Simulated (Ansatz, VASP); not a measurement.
## Si4N in VASP and in Ansatz

INCAR

```
SYSTEM = Si4N
PREC = Accurate
ENCUT = 520
EDIFF = 1E-7
ISMEAR = 0
SIGMA = 0.05
LREAL = .FALSE.
LASPH = .TRUE.
NELM = 80
ALGO = Normal
ISIF = 2
LWAVE = .FALSE.
LCHARG = .FALSE.
LDIPOL = .TRUE.
IDIPOL = 3
DIPOL = 0.5 0.5 0.375
GGA = PE
IVDW = 12
NBANDS = 32
```

Contents of KPOINTS:

```
Automatic mesh
0
G
  9 9 1
  0 0 0
```

The input POSCAR:

```
Si4N
1.0
    3.8155170209      0.0000000000      0.0000000000
   -1.9077585104      3.3043346686      0.0000000000
    0.0000000000      0.0000000000     28.9874813843
Si N
8 2
Direct
    0.6666666667      0.3333333333      0.1379906018
    0.3333333333      0.6666666667      0.1654736894
    0.3333333333      0.6666666667      0.2468813277
    0.6666666667      0.3333333333      0.2743644153
    0.6666666667      0.3333333333      0.3556303104
    0.3333333333      0.6666666667      0.3827070033
    0.3333333333      0.6666666667      0.4657581680
    0.6666666667      0.3333333333      0.4894347735
    0.6666666667      0.5000000000      0.5963774898
    0.6666666667      0.5000000000      0.6343249053
```

Input for Ansatz:

```yaml
crystal:
  lattice:
    - [3.8155170209, 0.0, 0.0]
    - [-1.9077585104, 3.3043346686, 0.0]
    - [0.0, 0.0, 28.9874813843]
  atoms:
    - { symbol: Si, position: [0.6666666667, 0.3333333333, 0.1379906018] }
    - { symbol: Si, position: [0.3333333333, 0.6666666667, 0.1654736894] }
    - { symbol: Si, position: [0.3333333333, 0.6666666667, 0.2468813277] }
    - { symbol: Si, position: [0.6666666667, 0.3333333333, 0.2743644153] }
    - { symbol: Si, position: [0.6666666667, 0.3333333333, 0.3556303104] }
    - { symbol: Si, position: [0.3333333333, 0.6666666667, 0.3827070033] }
    - { symbol: Si, position: [0.3333333333, 0.6666666667, 0.465758168] }
    - { symbol: Si, position: [0.6666666667, 0.3333333333, 0.4894347735] }
    - { symbol: "N", position: [0.6666666667, 0.5, 0.5963774898] }
    - { symbol: "N", position: [0.6666666667, 0.5, 0.6343249053] }
basis:
  ecutwfc: 420
kpoints:
  mp_grid: { grid: [9, 9, 1] }
hamiltonian:
  xc: pbe
  pseudopotentials: { kind: paw, azcp: { folder: soft_1 } }
  dispersion: d3bj
scf:
  occupations: { method: gaussian, width: 0.05 }
output:
  forces: true
  eigenvalues: true
efield:
  axis: 3
  dipole_correction: true
  ramp_width: 0.04
```

Alike in both runs: task single point; functional PBE; dispersion D3(BJ); k mesh 9 × 9 × 1; occupations gaussian, width 0.05 eV; no spin polarisation.

|  | VASP | Ansatz |
| --- | --- | --- |
| version | VASP 6.6.1 | Ansatz 0.2.0 |
| potentials or method | VASP PAW PBE potentials, release 64 (Si, N), cutoff 520 eV | scalar-relativistic, plane waves, PAW |
| valence electrons in the cell | 42 | 42 |

Ansatz gave:

```
gap on the k mesh at the Fermi level (eV) : none
rms of the force components (eV/Å)        : 0.187
```

**Question.** What did VASP give for the same quantities?

**Answer.** gap on the k mesh at the Fermi level (eV): none; rms of the force components (eV/Å): 0.585.

Atom by atom the forces differ by 0.465 eV/Å (rms over components). A gap of «none» marks a metal or a gap that the smearing closes. One of these differences is far larger than is usual between the two programs; its cause wasn't traced.

Noted on VASP's run: the standard files for N, O and F lose accuracy on very short bonds.
